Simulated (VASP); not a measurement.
# SiO2 (P6_422) in VASP: a series of runs, part 2 of 2

VASP 6.6.1. The steps go on from the part before.

### 3 Single point, LDA

INCAR

```
PREC = Accurate
ENCUT = 520
EDIFF = 1E-6
ISMEAR = 0
SIGMA = 0.02
LREAL = False
LASPH = True
NELM = 60
ALGO = Normal
ISIF = 2
LWAVE = False
LCHARG = True
GGA = CA
LELF = True
LVHAR = True
NBANDS = 34
```

KPOINTS

```
regular mesh
0
Gamma
  6 6 4
```

POSCAR

```
SiO2
1.0
    5.0386983869      0.0000000000      0.0000000000
   -2.5193491935      4.3636408051      0.0000000000
    0.0000000000      0.0000000000      5.5248549997
Si O
3 6
Direct
    0.0000000000      0.5000000000      0.3333333333
    0.5000000000      0.5000000000      0.6666666667
    0.5000000000      0.0000000000      0.0000000000
    0.5843949023      0.7921974512      0.8333333333
    0.7921974512      0.5843949023      0.5000000000
    0.7921974512      0.2078025488      0.1666666667
    0.4156050977      0.2078025488      0.8333333333
    0.2078025488      0.4156050977      0.5000000000
    0.2078025488      0.7921974512      0.1666666667
```

Potentials or basis: VASP PAW LDA potentials, release 64 (Si, O).

Started as:

```console
cat potpaw_LDA.64/Si/POTCAR potpaw_LDA.64/O/POTCAR > POTCAR
mpirun -np 1 vasp_std > vasp.out
```

OUTCAR:

```text
PREC = Accurate
   ENCUT = 520
   EDIFF = 1E-6
   ISMEAR = 0
   LREAL = False
   LASPH = True
   NELM = 60
   ISIF = 2
   GGA = CA

 ion  position               nearest neighbor table
   1  0.000  0.500  0.333-   6 1.60   9 1.60   8 1.60   5 1.60   3 3.12   3 3.12   2 3.12   2 3.12

   2  0.500  0.500  0.667-   4 1.60   7 1.60   5 1.60   8 1.60   3 3.12   3 3.12   1 3.12   1 3.12

   3  0.500  0.000  0.000-   4 1.60   7 1.60   6 1.60   9 1.60   1 3.12   1 3.12   2 3.12   2 3.12

   4  0.584  0.792  0.833-   3 1.60   2 1.60
   5  0.792  0.584  0.500-   1 1.60   2 1.60
   6  0.792  0.208  0.167-   1 1.60   3 1.60
   7  0.416  0.208  0.833-   3 1.60   2 1.60
   8  0.208  0.416  0.500-   1 1.60   2 1.60
   9  0.208  0.792  0.167-   1 1.60   3 1.60

  LATTYP: Found a hexagonal cell.
 ALAT       =     5.0386983869
 C/A-ratio  =     1.0964845632

  Lattice vectors:

 A1 = (   5.0386983869,   0.0000000000,   0.0000000000)
 A2 = (  -2.5193491935,   4.3636408051,   0.0000000000)
 A3 = (   0.0000000000,   0.0000000000,   5.5248549997)

Analysis of symmetry for initial positions (statically):
=====================================================================
 Subroutine PRICEL returns:
 Original cell was already a primitive cell.

 Routine SETGRP: Setting up the symmetry group for a
 hexagonal supercell.

 Subroutine GETGRP returns: Found 12 space group operations
 (whereof  4 operations were pure point group operations)
 out of a pool of 24 trial point group operations.

The static configuration has the point symmetry D_2 .
 The point group associated with its full space group is D_6 .

Analysis of symmetry for dynamics (positions and initial velocities):
=====================================================================
 Subroutine PRICEL returns:
 Original cell was already a primitive cell.

 Routine SETGRP: Setting up the symmetry group for a
 hexagonal supercell.

 Subroutine GETGRP returns: Found 12 space group operations
 (whereof  4 operations were pure point group operations)
 out of a pool of 24 trial point group operations.

The dynamic configuration has the point symmetry D_2 .
 The point group associated with its full space group is D_6 .

 Subroutine INISYM returns: Found 12 space group operations
 (whereof  4 operations are pure point group operations),
 and found     1 'primitive' translations

----------------------------------------------------------------------------------------

                                     Primitive cell

  volume of cell :     121.4754

  direct lattice vectors                    reciprocal lattice vectors
     5.038698387  0.000000000  0.000000000     0.198463953  0.114583217  0.000000000
    -2.519349194  4.363640805  0.000000000     0.000000000  0.229166433  0.000000000
     0.000000000  0.000000000  5.524855000     0.000000000  0.000000000  0.181000225

  length of vectors
     5.038698387  5.038698387  5.524855000     0.229166433  0.229166433  0.181000225
[... 51 lines left out ...]
            Coordinates               Weight
  0.000000  0.000000  0.000000      1.000000
  0.166667  0.000000  0.000000      6.000000
  0.333333  0.000000  0.000000      6.000000
  0.500000 -0.000000  0.000000      3.000000
  0.166667  0.166667  0.000000      6.000000
  0.333333  0.166667  0.000000     12.000000
[... 13 lines left out ...]
  0.333333  0.166667  0.500000     12.000000
  0.333333  0.333333  0.500000      2.000000
   k-points           NKPTS =     21   k-points in BZ     NKDIM =     21   number of bands    NBANDS=     34
   number of dos      NEDOS =    301   number of ions     NIONS =      9
   total plane-waves  NPLWV =  67200
   dimension x,y,z NGX =    40 NGY =   40 NGZ =   42
   dimension x,y,z NGXF=    80 NGYF=   80 NGZF=   84
   ions per type =               3   6
   NGX,Y,Z   is equivalent  to a cutoff of  13.20, 13.20, 12.64 a.u.
   NGXF,Y,Z  is equivalent  to a cutoff of  26.40, 26.40, 25.28 a.u.
 SYSTEM =  unknown system
   PREC   = accura    normal or accurate (medium, high low for compatibility)
   ISTART =      0    job   : 0-new  1-cont  2-samecut
   ICHARG =      2    charge: 1-file 2-atom 10-const
   ISPIN  =      1    spin polarized calculation?
   LNONCOLLINEAR =      F non collinear calculations
   LSORBIT =      F    spin-orbit coupling
   LASPH  =      T    aspherical Exc in radial PAW
   ENCUT  =  520.0 eV  38.22 Ry    6.18 a.u.   9.37  9.37 10.27*2*pi/ulx,y,z
   NELM   =     60;   NELMIN=  2; NELMDL= -5     # of ELM steps
   EDIFF  = 0.1E-05   stopping-criterion for ELM
   LREAL  =      F    real-space projection
   EDIFFG = 0.1E-04   stopping-criterion for IOM
   NSW    =      0    number of steps for IOM
   IBRION =     -1    ionic relax: 0-MD 1-quasi-New 2-CG
   NFREE  =      0    steps in history (QN), initial steepest desc. (CG)
   ISIF   =      2    stress and relaxation
   ISYM   =      2    0-nonsym 1-usesym 2-fastsym
   POTIM  = 0.5000    time-step for ionic-motion
   TEBEG  =    0.0;   TEEND  =   0.0 temperature during run
   PSTRESS=    0.0 pullay stress
   NELECT =      48.0000    total number of electrons
   NUPDOWN=      -1.0000    fix difference up-down
   EMIN   =  10.00;   EMAX   =-10.00  energy-range for DOS
   EFERMI =   0.00;   METHOD = LEGACY
   ISMEAR =     0;   SIGMA  =   0.02  broadening in eV -4-tet -1-fermi 0-gaus
   EFERMI_NEDOS =   21; number of points for ismear=-14 and -15
   IALGO  =     38    algorithm
   IMIX   =      4    mixing-type and parameters
     AMIX     =   0.40;   BMIX     =  1.00
     AMIX_MAG =   1.60;   BMIX_MAG =  1.00
  volume/ion in A,a.u.               =      13.50        91.08
  Fermi-wavevector in a.u.,A,eV,Ry     =   1.201321  2.270168 19.635558  1.443173
  Thomas-Fermi vector in A             =   2.337133
   LORBIT       =      0    0 simple, 1 ext, 2 COOP (PROOUT), +10 PAW based schemes
   GGA     = CA    functional components
   LHFCALC =     F    Hartree Fock is set to
   AEXX    =    0.0000 exact exchange contribution
   IVDW    =     0    specifies the selected vdW correction
   LEPSILON=     F    determine dielectric tensor
   LRPA    =     F    only Hartree local field effects (RPA)
 non-spin polarized calculation
 Gauss-broadening in eV      SIGMA  =   0.02
  energy-cutoff  :      520.00
  volume of cell :      121.48
 maximum number of plane-waves:      3298
 NGX is ok and might be reduce to    40
   NGX = 19   NGY = 19   NGZ = 21

 number of electron      47.9999978 magnetization

 Free energy of the ion-electron system (eV)
  ---------------------------------------------------
  ext. energy  EPLUGINS =         0.00000000
  ---------------------------------------------------
  free energy    TOTEN  =       -77.81022081 eV

  energy without entropy =      -77.81022081  energy(sigma->0) =      -77.81022081

 E-fermi :   0.4929     XC(G=0):  -9.3629

 val. band max:        0.3614096072   @ k =   0.5000  -0.0000   0.0000
 cond. band min:       5.8558286154   @ k =   0.0000   0.0000   0.0000
 fundamental gap:      5.4944190082
 Fermi energy:         0.4929371685

 k-point     1 :       0.0000    0.0000    0.0000
  band No.  band energies     occupation
      1     -18.8777      2.00000
      2     -17.3538      2.00000
      3     -17.3538      2.00000
      4     -16.7096      2.00000
      5     -16.6691      2.00000
      6     -16.6691      2.00000
[... 766 lines left out ...]
     33      11.5703      0.00000
     34      11.5913      0.00000

------------------------ aborting loop because EDIFF is reached ----------------------------------------

  FORCE on cell =-STRESS in cart. coord.  units (eV):
  Direction    XX          YY          ZZ          XY          YZ          ZX
  --------------------------------------------------------------------------------------
  -------------------------------------------------------------------------------------
  Total        0.4304156      0.4304156      0.4815248     -0.0000000      0.0000000      0.0000000
  in kB        5.6768879      5.6768879      6.3509836     -0.0000000      0.0000000      0.0000000
  external PRESSURE =       5.9015865 kB  Pullay stress =       0.0000000 kB

 VOLUME and BASIS-vectors are now :
 -----------------------------------------------------------------------------
  energy-cutoff  :      520.00
  volume of cell :      121.48
      direct lattice vectors                 reciprocal lattice vectors
     5.038698387  0.000000000  0.000000000     0.198463953  0.114583217  0.000000000
    -2.519349194  4.363640805  0.000000000     0.000000000  0.229166433  0.000000000
     0.000000000  0.000000000  5.524855000     0.000000000  0.000000000  0.181000225

 POSITION                                       TOTAL-FORCE (eV/Angst)
 -----------------------------------------------------------------------------------
     -1.25967      2.18182      1.84162         0.000000      0.000000      0.000000
      1.25967      2.18182      3.68324         0.000000      0.000000     -0.000000
      2.51935      0.00000      0.00000         0.000000      0.000000      0.000000
      0.94877      3.45687      4.60405         0.006686      0.003860     -0.000000
      2.51935      2.55009      2.76243        -0.000000      0.007720      0.000000
      3.46812      0.90678      0.92081         0.006686     -0.003860     -0.000000
      1.57058      0.90678      4.60405        -0.006686     -0.003860      0.000000
     -0.00000      1.81355      2.76243         0.000000     -0.007720      0.000000
     -0.94877      3.45687      0.92081        -0.006686      0.003860     -0.000000
 -----------------------------------------------------------------------------------
    total drift:                                0.000000     -0.000000     -0.000001

  FREE ENERGIE OF THE ION-ELECTRON SYSTEM (eV)
  ---------------------------------------------------
  free  energy   TOTEN  =       -77.8102208138 eV

  energy  without entropy=      -77.8102208138  energy(sigma->0) =      -77.81022081
```

Wall time 51 s (1 thread of Intel Xeon Platinum 8488C (Sapphire Rapids), shared host); peak memory 0.22 GiB.

What came out:

| Item | Value |
| --- | --- |
| Free energy | -77.8102 eV |
| Pressure | 0.6 GPa |
| Largest force | 0.008 eV/Å |
| Band gap on the k mesh | 5.49 eV, indirect (least direct gap 5.68 eV) |

Forces in eV/Å, atoms in the order of the input:
```
Si   0.000  0.000  0.000
Si   0.000  0.000  0.000
Si   0.000  0.000  0.000
O    0.007  0.004  0.000
O    0.000  0.008  0.000
O    0.007 -0.004  0.000
O   -0.007 -0.004  0.000
O    0.000 -0.008  0.000
O   -0.007  0.004  0.000
```

Levels at points of the mesh, in eV from the valence-band top:
| k point | band 22 | band 23 | band 24 | band 25 | band 26 | band 27 |
| --- | --- | --- | --- | --- | --- | --- |
| (0.00, 0.00, 0.00) | -0.49 | -0.49 | -0.19 | 5.49 | 8.73 | 8.73 |
| (0.50, 0.00, 0.00) | -1.02 | -0.36 | 0.00 | 7.54 | 8.39 | 9.40 |
| (0.00, 0.00, 0.50) | -0.29 | 0.00 | 0.00 | 7.32 | 7.32 | 8.19 |
| (0.50, 0.00, 0.50) | -0.75 | -0.71 | -0.35 | 8.58 | 8.98 | 9.02 |
